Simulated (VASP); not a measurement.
Set up this calculation in VASP 6.6.1, as the native input.

* Task: single point
* Functional: r2SCAN
* Potentials or basis: VASP PAW PBE potentials, release 64 (Ti_sv, O)
* Cutoff: 520 eV
* k mesh: 8 × 8 × 6
* Occupations: gaussian, width 0.02 eV
* Spin: no spin polarisation
* Dipole correction: no
* Further INCAR settings: ALGO = Normal; EDIFF = 1e-06; NBANDS = 33

The system is TiO2.

```xyz
6
Lattice="4.4967 -1.4938 -0.0060 4.4967 1.4938 -0.0060 -0.8893 0.0000 5.0831" Properties=species:S:1:pos:R:3 pbc="T T T"
Ti    2.2260    0.0000    1.3304
Ti    5.8782    0.0000    3.7408
O     5.4438    0.0000    1.9298
O     0.4630    0.0000    4.4972
O     2.6604    0.0000    3.1414
O     7.6413    0.0000    0.5740
```

The input as run:

POSCAR

```
TiO2
1.0
    4.4967313659     -1.4938094738     -0.0059627154
    4.4967313659      1.4938094738     -0.0059627154
   -0.8892502101      0.0000000000      5.0830999183
Ti O
2 4
Direct
    0.2734537544      0.2734537544      0.2623705673
    0.7265462456      0.7265462456      0.7376294327
    0.6429916704      0.6429916704      0.3811553846
    0.1389903873      0.1389903873      0.8850646607
    0.3570083296      0.3570083296      0.6188446154
    0.8610096127      0.8610096127      0.1149353393
```

INCAR.step1

```
SYSTEM = TiO2
ALGO = Normal
EDIFF = 1E-4
ENCUT = 520
GGA = PE
ISMEAR = 0
LASPH = .TRUE.
LCHARG = .FALSE.
LREAL = .FALSE.
LWAVE = .TRUE.
NBANDS = 33
NELM = 60
PREC = Accurate
SIGMA = 0.02
```

INCAR.step2

```
SYSTEM = TiO2
ALGO = Normal
EDIFF = 1E-6
ENCUT = 520
ISIF = 2
ISMEAR = 0
ISTART = 1
LASPH = .TRUE.
LCHARG = .FALSE.
LMIXTAU = .TRUE.
LREAL = .FALSE.
LWAVE = .FALSE.
METAGGA = R2SCAN
NBANDS = 33
NELM = 60
PREC = Accurate
SIGMA = 0.02
```

KPOINTS

```
k-points
0
G
  8 8 6
  0 0 0
```

Potentials or basis: VASP PAW PBE potentials, release 64 (Ti_sv, O).

Launch:

```console
$ cat potpaw_PBE.64/Ti_sv/POTCAR potpaw_PBE.64/O/POTCAR > POTCAR
$ cp INCAR.step1 INCAR
$ mpirun -np 1 vasp_std > vasp.out
$ cp INCAR.step2 INCAR
$ mpirun -np 1 vasp_std > vasp.out
```

Results of the run:

```yaml
Pressure: 0.1 GPa
Largest_force: 0.192 eV/Å
Band_gap_on_the_k_mesh: 3.11 eV (least direct gap 3.16 eV)
```

Caveat: the PAW data sets were made with another functional, which shifts forces and pressure a little.

It took 15 min on 1 thread of Intel(R) Xeon(R) Platinum 8259CL CPU @ 2.50GHz (Skylake/Cascade Lake) (shared host), peak memory 0.36 GiB.
